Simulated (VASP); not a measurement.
# Rb (Fm-3m) in VASP: a series of runs

The runs below take Rb through single point, relaxation of cell and atoms, with LDA.

All numbers are computed with VASP 6.6.1; they aren't measurements. Logs are shortened: lines on timing, memory, paths and dates and some standing lists are left out, and cuts for length are marked.

**1. The cell of the first run**

It takes space group Fm-3m (No. 225, cubic). The conventional cell has a = 6.970 Å, b = 6.970 Å, c = 6.970 Å, α = 90.00°, β = 90.00°, γ = 90.00°.

This isn't the form of Rb at room conditions, which is bcc.

**2. Single point, LDA (84.66 Å³/atom)**

Input file INCAR:

```
SYSTEM = Rb
PREC = Accurate
ENCUT = 520
EDIFF = 1E-7
ISMEAR = -1
SIGMA = 0.1
LREAL = .False.
LASPH = .True.
NELM = 80
ALGO = Normal
ISIF = 2
LWAVE = .False.
LCHARG = .True.
LELF = .True.
LVHAR = .True.
NBANDS = 10
```

Input file KPOINTS:

```
regular mesh
0
Gamma
  9 9 9
  0 0 0
```

Input file POSCAR:

```
Rb
1.0
    0.0000000000      3.4850613511      3.4850613511
    3.4850613511      0.0000000000      3.4850613511
    3.4850613511      3.4850613511      0.0000000000
Rb
1
Direct
    0.0000000000      0.0000000000      0.0000000000
```

Potentials or basis: VASP PAW LDA potentials, release 64 (Rb_sv).

Launch:

```bash
$ cat potpaw_LDA.64/Rb_sv/POTCAR > POTCAR
$ mpirun -np 1 vasp_std > vasp.out
```

OUTCAR:

```text
SYSTEM = Rb
   PREC = Accurate
   ENCUT = 520
   EDIFF = 1E-7
   ISMEAR = -1
   LREAL = .False.
   LASPH = .True.
   NELM = 80
   ISIF = 2

 ion  position               nearest neighbor table
   1  0.000  0.000  0.000-

  LATTYP: Found a face centered cubic cell.
 ALAT       =     6.9701227022

  Lattice vectors:

 A1 = (   0.0000000000,   3.4850613511,   3.4850613511)
 A2 = (   3.4850613511,   0.0000000000,   3.4850613511)
 A3 = (   3.4850613511,   3.4850613511,   0.0000000000)

Analysis of symmetry for initial positions (statically):
=====================================================================
 Subroutine PRICEL returns:
 Original cell was already a primitive cell.

 Routine SETGRP: Setting up the symmetry group for a
 face centered cubic supercell.

 Subroutine GETGRP returns: Found 48 space group operations
 (whereof 48 operations were pure point group operations)
 out of a pool of 48 trial point group operations.

The static configuration has the point symmetry O_h .

Analysis of symmetry for dynamics (positions and initial velocities):
=====================================================================
 Subroutine PRICEL returns:
 Original cell was already a primitive cell.

 Routine SETGRP: Setting up the symmetry group for a
 face centered cubic supercell.

 Subroutine GETGRP returns: Found 48 space group operations
 (whereof 48 operations were pure point group operations)
 out of a pool of 48 trial point group operations.

The dynamic configuration has the point symmetry O_h .

 Subroutine INISYM returns: Found 48 space group operations
 (whereof 48 operations are pure point group operations),
 and found     1 'primitive' translations

----------------------------------------------------------------------------------------

                                     Primitive cell

  volume of cell :      84.6567

  direct lattice vectors                    reciprocal lattice vectors
     0.000000000  3.485061351  3.485061351    -0.143469497  0.143469497  0.143469497
     3.485061351  0.000000000  3.485061351     0.143469497 -0.143469497  0.143469497
     3.485061351  3.485061351  0.000000000     0.143469497  0.143469497 -0.143469497

  length of vectors
     4.928621028  4.928621028  4.928621028     0.248496459  0.248496459  0.248496459

  position of ions in fractional coordinates (direct lattice)
     0.000000000  0.000000000  0.000000000

  ion indices of the primitive-cell ions
   primitive index   ion index
                 1           1

[... 78 lines left out ...]
   ISYM   =      2    0-nonsym 1-usesym 2-fastsym
   POTIM  = 0.5000    time-step for ionic-motion
   TEBEG  =    0.0;   TEEND  =   0.0 temperature during run
   PSTRESS=    0.0 pullay stress
   NELECT =       9.0000    total number of electrons
   NUPDOWN=      -1.0000    fix difference up-down
   EMIN   =  10.00;   EMAX   =-10.00  energy-range for DOS
   EFERMI =   0.00;   METHOD = LEGACY
   ISMEAR =    -1;   SIGMA  =   0.10  broadening in eV -4-tet -1-fermi 0-gaus
   EFERMI_NEDOS =   21; number of points for ismear=-14 and -15
   IALGO  =     38    algorithm
   IMIX   =      4    mixing-type and parameters
     AMIX     =   0.40;   BMIX     =  1.00
     AMIX_MAG =   1.60;   BMIX_MAG =  1.00
  volume/ion in A,a.u.               =      84.66       571.29
  Fermi-wavevector in a.u.,A,eV,Ry     =   0.775536  1.465550  8.183305  0.601456
  Thomas-Fermi vector in A             =   1.877824
   LORBIT       =      0    0 simple, 1 ext, 2 COOP (PROOUT), +10 PAW based schemes
   GGA     = CA    functional components
   LHFCALC =     F    Hartree Fock is set to
   AEXX    =    0.0000 exact exchange contribution
   IVDW    =     0    specifies the selected vdW correction
   LEPSILON=     F    determine dielectric tensor
   LRPA    =     F    only Hartree local field effects (RPA)
 non-spin polarized calculation
  energy-cutoff  :      520.00
  volume of cell :       84.66
 maximum number of plane-waves:      2301
 NGX is ok and might be reduce to    40
   NGX = 19   NGY = 19   NGZ = 19

 number of electron       9.0000000 magnetization

 Free energy of the ion-electron system (eV)
  ---------------------------------------------------
  ext. energy  EPLUGINS =         0.00000000
  ---------------------------------------------------
  free energy    TOTEN  =        -1.07040504 eV

  energy without entropy =       -1.04170236  energy(sigma->0) =       -1.05605370

 E-fermi :  -0.0353     XC(G=0):  -5.8634

 val. band max:       -0.1779062216   @ k =   0.4444   0.0000   0.0000
 cond. band min:       0.0069056245   @ k =   0.4444   0.3333   0.0000
 fundamental gap:      0.1848118461
 Fermi energy:        -0.0353308882

 k-point     1 :       0.0000    0.0000    0.0000
  band No.  band energies     occupation
      1     -28.7998      2.00000
      2     -12.8934      2.00000
      3     -12.8934      2.00000
      4     -12.8934      2.00000
      5      -2.1303      2.00000
      6       3.5236      0.00000
      7       3.5236      0.00000
      8       3.5236      0.00000
      9       4.9040      0.00000
     10       4.9040      0.00000
[... 287 lines left out ...]
 k-point    24 :       0.4444    0.4444    0.0000
  band No.  band energies     occupation
      1     -28.7926      2.00000
      2     -13.0079      2.00000
      3     -12.9375      2.00000
      4     -12.9375      2.00000
      5       0.3411      0.04531
      6       1.6528      0.00000
      7       1.7535      0.00000
      8       4.5725      0.00000
      9       4.5725      0.00000
     10       5.1775      0.00000

 [... further k-points ...]

------------------------ aborting loop because EDIFF is reached ----------------------------------------

  FORCE on cell =-STRESS in cart. coord.  units (eV):
  Direction    XX          YY          ZZ          XY          YZ          ZX
  --------------------------------------------------------------------------------------
  -------------------------------------------------------------------------------------
  Total       -0.1351044     -0.1351044     -0.1351044      0.0000000      0.0000000      0.0000000
  in kB       -2.5569293     -2.5569293     -2.5569293      0.0000000      0.0000000      0.0000000
  external PRESSURE =      -2.5569293 kB  Pullay stress =       0.0000000 kB

 VOLUME and BASIS-vectors are now :
 -----------------------------------------------------------------------------
  energy-cutoff  :      520.00
  volume of cell :       84.66
      direct lattice vectors                 reciprocal lattice vectors
     0.000000000  3.485061351  3.485061351    -0.143469497  0.143469497  0.143469497
     3.485061351  0.000000000  3.485061351     0.143469497 -0.143469497  0.143469497
     3.485061351  3.485061351  0.000000000     0.143469497  0.143469497 -0.143469497

 POSITION                                       TOTAL-FORCE (eV/Angst)
 -----------------------------------------------------------------------------------
      0.00000      0.00000      0.00000        -0.000000     -0.000000     -0.000000
 -----------------------------------------------------------------------------------
    total drift:                               -0.000000     -0.000000     -0.000000

  FREE ENERGIE OF THE ION-ELECTRON SYSTEM (eV)
  ---------------------------------------------------
  free  energy   TOTEN  =        -1.0704050404 eV

  energy  without entropy=       -1.0417023640  energy(sigma->0) =       -1.05605370
```

OSZICAR:

```text
N       E                     dE             d eps       ncg     rms          rms(c)
DAV:   1     0.426839398495E+02    0.42684E+02   -0.34355E+03   700   0.681E+02
DAV:   2     0.176107210671E+01   -0.40923E+02   -0.39907E+02   788   0.125E+02
DAV:   3    -0.941805687075E+00   -0.27029E+01   -0.26940E+01   942   0.330E+01
DAV:   4    -0.106964537525E+01   -0.12784E+00   -0.12764E+00   974   0.587E+00
DAV:   5    -0.107153592656E+01   -0.18906E-02   -0.18904E-02   934   0.709E-01    0.131E+00
DAV:   6    -0.107058089909E+01    0.95503E-03   -0.21071E-03   966   0.250E-01    0.785E-01
DAV:   7    -0.107037573292E+01    0.20517E-03   -0.27865E-03   930   0.278E-01    0.505E-02
DAV:   8    -0.107039997244E+01   -0.24240E-04   -0.13618E-04   870   0.858E-02    0.144E-02
DAV:   9    -0.107040496966E+01   -0.49972E-05   -0.83937E-06   944   0.208E-02    0.522E-03
DAV:  10    -0.107040501717E+01   -0.47511E-07   -0.34365E-06   984   0.987E-03    0.141E-03
DAV:  11    -0.107040504038E+01   -0.23216E-07   -0.12686E-07   690   0.213E-03
   1 F= -.10704050E+01 E0= -.10560537E+01  d E =-.287027E-01
```

stdout:

```text
POSCAR found type information on POSCAR Rb
 POSCAR found :  1 types and       1 ions
 scaLAPACK will be used
 LDA part: xc-table for (Slater(with rela. corr.)+CA(PZ))
 , standard interpolation
 POSCAR, INCAR and KPOINTS ok, starting setup
 FFT: planning ... GRIDC
 FFT: planning ... GRID_SOFT
 FFT: planning ... GRID
 WAVECAR not read
 entering main loop
```

It took 48 s on 1 thread of Intel Xeon 8259CL, shared host; peak memory 0.2 GiB.

Results:

```yaml
Free_energy: -1.0704 eV
Pressure: -0.3 GPa
Band_gap_on_the_k_mesh: zero (an odd number of electrons rules out a gap without spin polarisation)
```

(Part 1 of 2 ends here.)
